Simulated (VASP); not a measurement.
# Sr (Im-3m) in VASP: notebook, part 2 of 2

VASP 6.6.1. The steps go on from the part before.

## Step 4: Single point, PBE (Ba replaced by Sr, lengths x 0.944, strained)

File INCAR:

```
  PREC = Accurate
  ENCUT = 500
  EDIFF = 1E-6
  ISMEAR = 0
  SIGMA = 0.1
  LREAL = False
  LASPH = True
  NELM = 120
  ALGO = Normal
  ISIF = 2
  LWAVE = False
  LCHARG = False
  GGA = PE
  NBANDS = 11
  GGA_COMPAT = False
```

File KPOINTS:

```
regular mesh
0
Gamma
  6 6 6
```

File POSCAR:

```
Sr
1.0
   -2.4310666279      2.4310666279      2.4310666279
    2.4310666279     -2.4310666279      2.4310666279
    2.4310666279      2.4310666279     -2.4310666279
Sr
1
Direct
    0.0000000000      0.0000000000      0.0000000000
```

Potentials or basis: VASP PAW PBE potentials, release 64 (Sr_sv).

Command:

```sh
$ cat potpaw_PBE.64/Sr_sv/POTCAR > POTCAR
$ mpirun -np 1 vasp_std > vasp.out
```

OUTCAR:

```text
PREC = Accurate
   ENCUT = 500
   EDIFF = 1E-6
   ISMEAR = 0
   LREAL = False
   LASPH = True
   NELM = 120
   ISIF = 2
   GGA = PE

 ion  position               nearest neighbor table
   1  0.000  0.000  0.000-

  LATTYP: Found a body centered cubic cell.
 ALAT       =     4.8621332558

  Lattice vectors:

 A1 = (  -2.4310666279,   2.4310666279,   2.4310666279)
 A2 = (   2.4310666279,  -2.4310666279,   2.4310666279)
 A3 = (   2.4310666279,   2.4310666279,  -2.4310666279)

Analysis of symmetry for initial positions (statically):
=====================================================================
 Subroutine PRICEL returns:
 Original cell was already a primitive cell.

 Routine SETGRP: Setting up the symmetry group for a
 body centered cubic supercell.

 Subroutine GETGRP returns: Found 48 space group operations
 (whereof 48 operations were pure point group operations)
 out of a pool of 48 trial point group operations.

The static configuration has the point symmetry O_h .

Analysis of symmetry for dynamics (positions and initial velocities):
=====================================================================
 Subroutine PRICEL returns:
 Original cell was already a primitive cell.

 Routine SETGRP: Setting up the symmetry group for a
 body centered cubic supercell.

 Subroutine GETGRP returns: Found 48 space group operations
 (whereof 48 operations were pure point group operations)
 out of a pool of 48 trial point group operations.

The dynamic configuration has the point symmetry O_h .

 Subroutine INISYM returns: Found 48 space group operations
 (whereof 48 operations are pure point group operations),
 and found     1 'primitive' translations

----------------------------------------------------------------------------------------

                                     Primitive cell
[... 103 lines left out ...]
  Thomas-Fermi vector in A             =   2.038526
   LORBIT       =      0    0 simple, 1 ext, 2 COOP (PROOUT), +10 PAW based schemes
   GGA     = PE    functional components
   LHFCALC =     F    Hartree Fock is set to
   AEXX    =    0.0000 exact exchange contribution
   IVDW    =     0    specifies the selected vdW correction
   LEPSILON=     F    determine dielectric tensor
   LRPA    =     F    only Hartree local field effects (RPA)
 non-spin polarized calculation
 Gauss-broadening in eV      SIGMA  =   0.10
  energy-cutoff  :      500.00
  volume of cell :       57.47
 maximum number of plane-waves:      1484
   NGX = 15   NGY = 15   NGZ = 15

 number of electron      10.0000000 magnetization

 Free energy of the ion-electron system (eV)
  ---------------------------------------------------
  ext. energy  EPLUGINS =         0.00000000
  ---------------------------------------------------
  free energy    TOTEN  =        -1.62107371 eV

  energy without entropy =       -1.61253611  energy(sigma->0) =       -1.61680491

 E-fermi :   1.4695     XC(G=0):  -7.2152

 val. band max:        1.4653469717   @ k =   0.5000   0.5000   0.3333
 cond. band min:       1.5252248713   @ k =   0.5000   0.5000   0.1667
 fundamental gap:      0.0598778996
 Fermi energy:         1.4694742902

 k-point     1 :       0.0000    0.0000    0.0000
  band No.  band energies     occupation
      1     -35.2631      2.00000
      2     -17.1563      2.00000
      3     -17.1563      2.00000
      4     -17.1563      2.00000
      5      -2.1333      2.00000
      6       3.7632      0.00000
      7       3.7632      0.00000
      8       3.7632      0.00000
      9       5.0282      0.00000
     10       5.0282      0.00000
     11       9.3508      0.00000
[... 197 lines left out ...]
 k-point    16 :       0.5000    0.5000    0.5000
  band No.  band energies     occupation
      1     -35.2412      2.00000
      2     -17.2779      2.00000
      3     -17.2779      2.00000
      4     -17.2779      2.00000
      5       1.3573      1.88735
      6       1.3573      1.88735
      7       4.8891      0.00000
      8       4.8891      0.00000
      9       4.8891      0.00000
     10       6.2659      0.00000
     11       6.2659      0.00000

------------------------ aborting loop because EDIFF is reached ----------------------------------------

  FORCE on cell =-STRESS in cart. coord.  units (eV):
  Direction    XX          YY          ZZ          XY          YZ          ZX
  --------------------------------------------------------------------------------------
  -------------------------------------------------------------------------------------
  Total       -0.2713406     -0.2713406     -0.2713406      0.0000000      0.0000000     -0.0000000
  in kB       -7.5644058     -7.5644058     -7.5644058      0.0000000      0.0000000     -0.0000000
  external PRESSURE =      -7.5644058 kB  Pullay stress =       0.0000000 kB

 VOLUME and BASIS-vectors are now :
 -----------------------------------------------------------------------------
  energy-cutoff  :      500.00
  volume of cell :       57.47
      direct lattice vectors                 reciprocal lattice vectors
    -2.431066628  2.431066628  2.431066628     0.000000000  0.205671039  0.205671039
     2.431066628 -2.431066628  2.431066628     0.205671039  0.000000000  0.205671039
     2.431066628  2.431066628 -2.431066628     0.205671039  0.205671039  0.000000000

 POSITION                                       TOTAL-FORCE (eV/Angst)
 -----------------------------------------------------------------------------------
      0.00000      0.00000      0.00000        -0.000000     -0.000000     -0.000000
 -----------------------------------------------------------------------------------
    total drift:                               -0.000000      0.000000     -0.000000

  FREE ENERGIE OF THE ION-ELECTRON SYSTEM (eV)
  ---------------------------------------------------
  free  energy   TOTEN  =        -1.6210737085 eV

  energy  without entropy=       -1.6125361093  energy(sigma->0) =       -1.61680491
```

It took 5.9 s on 1 thread of Intel Xeon 6975P-C, shared host; peak memory 0.17 GiB.

Results:

```
Free energy            : -1.6211 eV
Pressure               : -0.8 GPa
Band gap on the k mesh : zero (band 5 reaches 1.65 eV, above the bottom of band 6 at 1.36 eV)
```

Levels at points of the mesh, in eV from the Fermi level:
| k point | band 3 | band 4 | band 5 | band 6 | band 7 | band 8 |
| --- | --- | --- | --- | --- | --- | --- |
| (0.00, 0.00, 0.00) | -18.63 | -18.63 | -3.60 | 2.29 | 2.29 | 2.29 |
| (0.50, 0.00, 0.00) | -18.68 | -18.63 | -1.00 | 0.14 | 1.19 | 3.36 |
| (0.50, 0.50, 0.50) | -18.75 | -18.75 | -0.11 | -0.11 | 3.42 | 3.42 |

Caveat: the cell differs from its parent crystal (Ba replaced by Sr, lengths x 0.944, strained).

## Step 5: Single point, PBE (Ba replaced by Sr, lengths x 0.944, strained)

File INCAR:

```
ALGO = Normal
EDIFF = 1E-6
ENCUT = 500
GGA = PE
GGA_COMPAT = F
ISIF = 2
ISMEAR = 0
LASPH = T
LCHARG = F
LREAL = F
LWAVE = F
NBANDS = 11
NELM = 120
PREC = Accurate
SIGMA = 0.1
```

File KPOINTS:

```
k-points
0
Gamma
  6 6 6
```

File POSCAR:

```
Sr
1.0
   -2.4114511628      2.4114511628      2.4114511628
    2.4114511628     -2.4114511628      2.4114511628
    2.4114511628      2.4114511628     -2.4114511628
Sr
1
Direct
    0.0000000000      0.0000000000      0.0000000000
```

Command:

```sh
$ cat potpaw_PBE.64/Sr_sv/POTCAR > POTCAR
$ mpirun -np 1 vasp_std > vasp.out
```

Run time: 14 s. Hardware: 1 thread of AMD EPYC 7R43 (Zen 3), shared host; peak memory 0.13 GiB.

Results (log left out):

```yaml
Free_energy: -1.6266 eV
Pressure: -0.5 GPa
Band_gap_on_the_k_mesh: zero (band 5 reaches 1.74 eV, above the bottom of band 6 at 1.41 eV)
```

Levels at points of the mesh, in eV from the Fermi level:
```tsv
k point	band 2	band 3	band 4	band 5	band 6	band 7	band 8	band 9
(0.00, 0.00, 0.00)	-18.57	-18.57	-18.57	-3.63	2.33	2.33	2.33	3.62
(0.50, 0.00, 0.00)	-18.75	-18.63	-18.57	-1.01	0.17	1.20	3.44	4.10
(0.50, 0.50, 0.50)	-18.70	-18.70	-18.70	-0.14	-0.14	3.52	3.52	3.52
```

Caveat: the cell differs from its parent crystal (Ba replaced by Sr, lengths x 0.944, strained).

## Step 6: Single point, PBE (Ba replaced by Sr, lengths x 0.944, strained)

File INCAR:

```
PREC = Accurate ; ENCUT = 500
EDIFF = 1E-6 ; ISMEAR = 0
SIGMA = 0.1 ; LREAL = False
LASPH = True ; NELM = 120
ALGO = Normal ; ISIF = 2
LWAVE = False ; LCHARG = False
GGA = PE ; NBANDS = 11
GGA_COMPAT = False
```

File KPOINTS:

```
Automatic mesh
0
Gamma
  12 12 12
```

POSCAR is that of step 5.

Potentials or basis: VASP PAW PBE potentials, release 64 (Sr_sv).

Command:

```sh
$ cat potpaw_PBE.64/Sr_sv/POTCAR > POTCAR
$ mpirun -np 1 vasp_std > vasp.out
```

Run time: 38 s. Hardware: 1 thread of AMD EPYC 7R43 (Zen 3), shared host; peak memory 0.15 GiB.

The run converged. Its results:

```
Free energy            : -1.6308 eV
Pressure               : -0.5 GPa
Band gap on the k mesh : zero (band 5 reaches 1.86 eV, above the bottom of band 6 at 1.41 eV)
```

Levels at points of the mesh, in eV from the Fermi level:
| k point | band 3 | band 4 | band 5 | band 6 | band 7 | band 8 |
| --- | --- | --- | --- | --- | --- | --- |
| (0.00, 0.00, 0.00) | -18.56 | -18.56 | -3.63 | 2.33 | 2.33 | 2.33 |
| (0.50, 0.00, 0.00) | -18.63 | -18.56 | -1.01 | 0.18 | 1.20 | 3.44 |
| (0.50, 0.50, 0.50) | -18.70 | -18.70 | -0.13 | -0.13 | 3.52 | 3.52 |

Caveat: the cell differs from its parent crystal (Ba replaced by Sr, lengths x 0.944, strained).

## Step 7: Overview

| cell | k mesh | gap on the mesh (eV) | pressure (GPa) |
| --- | --- | --- | --- |
| a = 4.003 Å, angles 109.5°, 1 atom | 6 × 6 × 6 | none | 1.1 |
| a = 4.251 Å, angles 109.5°, 1 atom | 6 × 6 × 6 | none | -1.0 |
| a = 4.211 Å, angles 109.5°, 1 atom | 6 × 6 × 6 | none | -0.8 |
| a = 4.177 Å, angles 109.5°, 1 atom | 6 × 6 × 6 | none | -0.5 |
| a = 4.177 Å, angles 109.5°, 1 atom | 12 × 12 × 12 | none | -0.5 |

Alike in all rows: task single point; level PBE; potentials or basis VASP PAW PBE potentials, release 64 (Sr_sv); no spin polarisation; cutoff (eV) 500; smearing gaussian 0.1 eV.

Absolute energies hang on the potentials; compare differences alone.
